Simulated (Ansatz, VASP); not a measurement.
## LiH: VASP beside Ansatz

File INCAR:

```
ALGO = Normal
EDIFF = 1E-8
ENCUT = 520
ISIF = 2
ISMEAR = -1
LASPH = True
LCHARG = False
LEFG = True
LREAL = False
LWAVE = False
NBANDS = 9
NELM = 60
PREC = Accurate
SIGMA = 0.03
```

File KPOINTS:

```
k-points
0
Gamma
  11 11 11
```

Contents of POSCAR:

```
LiH
1.0
   -0.0203250000      2.0223375000      2.0223375000
    2.0223375000     -0.0203250000      2.0223375000
    2.0223375000      2.0223375000     -0.0203250000
Li H
1 1
Direct
    0.0000000000      0.0000000000      0.0000000000
    0.5000000000      0.5000000000      0.5000000000
```

Input for Ansatz:

```yaml
crystal:
  lattice:
    - [-0.020325, 2.0223375, 2.0223375]
    - [2.0223375, -0.020325, 2.0223375]
    - [2.0223375, 2.0223375, -0.020325]
  atoms:
    - { symbol: Li, position: [0.0, 0.0, 0.0] }
    - { symbol: H, position: [0.5, 0.5, 0.5] }
kpoints:
  mp_grid: { grid: [11, 11, 11] }
scf:
  occupations: { method: fermi_dirac, width: 0.03 }
hamiltonian:
  xc: lda
  pseudopotentials: { kind: all_electron, datasets: crystal }
output:
  forces: true
  stress: true
  eigenvalues: true
  efg: { contact_densities: true }
```

Change from the starting cell: equal xy, yz and zx shear strains of -1 %, crystal datasets.

Alike in both runs: task electric field gradients; functional LDA; k mesh 11 × 11 × 11; occupations fermi-dirac, width 0.03 eV; no spin polarisation.

```csv
,VASP,Ansatz
version,VASP 6.6.1,Ansatz 0.2.0
potentials or method,"VASP PAW LDA potentials, release 64 (Li_sv, H), cutoff 520 eV","all-electron PAW with datasets made for the crystal, scalar-relativistic"
```

```tsv
	VASP	Ansatz	Ansatz less VASP
gap on the k mesh at the Fermi level (eV)	2.83	2.84	+0.009
```

LDA's correlation is that of Perdew and Zunger in VASP and of Perdew and Wang (1992) in Ansatz. Ansatz ran all-electron here, and VASP with PAW potentials.

Noted on VASP's run: the cutoff is short for stress, so the pressure is rough.
